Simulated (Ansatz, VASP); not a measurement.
# Two plane-wave programs on K

INCAR

```
SYSTEM = K
PREC = Accurate
ENCUT = 600
EDIFF = 1E-7
ISMEAR = 0
SIGMA = 0.1
LREAL = .FALSE.
LASPH = .TRUE.
NELM = 60
ALGO = Normal
ISIF = 3
LWAVE = .FALSE.
LCHARG = .FALSE.
IBRION = 2
NSW = 100
EDIFFG = -0.002
```

KPOINTS

```
Automatic mesh
0
G
  12 12 12
  0 0 0
```

The input POSCAR:

```
K
1.0
   -2.5247258096      2.5247258096      2.5247258096
    2.5247258096     -2.5247258096      2.5247258096
    2.5247258096      2.5247258096     -2.5247258096
K
1
Direct
    0.0000000000      0.0000000000      0.0000000000
```

Input for Ansatz:

```yaml
crystal:
  lattice:
    - [-2.5247258096, 2.5247258096, 2.5247258096]
    - [2.5247258096, -2.5247258096, 2.5247258096]
    - [2.5247258096, 2.5247258096, -2.5247258096]
  atoms:
    - { symbol: K, position: [0.0, 0.0, 0.0] }
basis:
  ecutwfc: 420
kpoints:
  mp_grid: { grid: [12, 12, 12] }
hamiltonian:
  xc: lda
  pseudopotentials: { kind: paw, azcp: { folder: soft_1 } }
scf:
  occupations: { method: gaussian, width: 0.1 }
output:
  forces: true
  stress: true
  eigenvalues: true
  write_density: true
  write_potential: true
  elf: true
  volumetric_format: npy
relax:
  adjacent_minimum: "off"
  f_tol: 0.002
  max_steps: 80
  cell: { stress_tol: 0.02 }
```

Alike in both runs: task relaxation of cell and atoms; functional LDA; k mesh 12 × 12 × 12; occupations gaussian, width 0.1 eV; no spin polarisation.

```csv
,VASP,Ansatz
version,VASP 6.6.1,Ansatz 0.2.0
potentials or method,"VASP PAW LDA potentials, release 64 (K_sv), cutoff 600 eV","scalar-relativistic, plane waves, PAW"
valence electrons in the cell,9,9
```

|  | VASP | Ansatz | Ansatz less VASP |
| --- | --- | --- | --- |
| gap on the k mesh at the Fermi level, each at its own relaxed structure (eV) | none | none | - |
| relaxed volume (Å³/atom) | 64.17 | 64.37 | +0.201 |
| relaxed length of the cell vector where the two differ most in proportion (Å) | 4.368 | 4.373 | +0.0045 |

Ansatz warns that its potentials were made for another functional, while VASP's fit it. LDA's correlation is that of Perdew and Zunger in VASP and of Perdew and Wang (1992) in Ansatz. A gap of «none» marks a metal or a gap that the smearing closes.
